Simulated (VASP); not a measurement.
Input of a VASP 6.6.1 run:

The input INCAR:

```
SYSTEM = SnTe
PREC = Accurate
ENCUT = 600
EDIFF = 1E-6
ISMEAR = -1
SIGMA = 0.08
LREAL = .False.
LASPH = .True.
NELM = 60
ALGO = Normal
ISIF = 3
LWAVE = .False.
LCHARG = .False.
GGA = PE
IBRION = 2
NSW = 32
EDIFFG = -0.005
PSTRESS = 550.0
```

Contents of KPOINTS:

```
Automatic mesh
0
Gamma
  13 13 13
  0 0 0
```

Contents of POSCAR:

```
SnTe
1.0
    0.0000000000      2.9039986962      2.9039986962
    2.9039986962      0.0000000000      2.9039986962
    2.9039986962      2.9039986962      0.0000000000
Sn Te
1 1
Direct
    0.0000000000      0.0000000000      0.0000000000
    0.2500000000      0.2500000000      0.2500000000
```

Potentials or basis: VASP PAW PBE potentials, release 64 (Sn_d, Te).

The run is started by

```bash
$ cat potpaw_PBE.64/Sn_d/POTCAR potpaw_PBE.64/Te/POTCAR > POTCAR
$ mpirun -np 1 vasp_std > vasp.out
```

(1) Estimate the space group after relaxing (to 0.1 Å).

(2) What does it give for the relaxed volume?

(3) What does it give for the band gap on the k mesh?

(4) Estimate the relaxed cell.

Results:

(1) F-43m (No. 216).

(2) 24.48 Å³/atom.

(3) zero (bands 10 and 11 overlap by 2.57 eV).

(4) a = 4.106 Å, b = 4.106 Å, c = 4.106 Å, α = 60.00°, β = 60.00°, γ = 60.00°.

Caveat: the cell is relaxed towards a set pressure, so the run minimises the enthalpy, not the energy; spin-orbit coupling is left out, which moves the levels of the heavy elements.
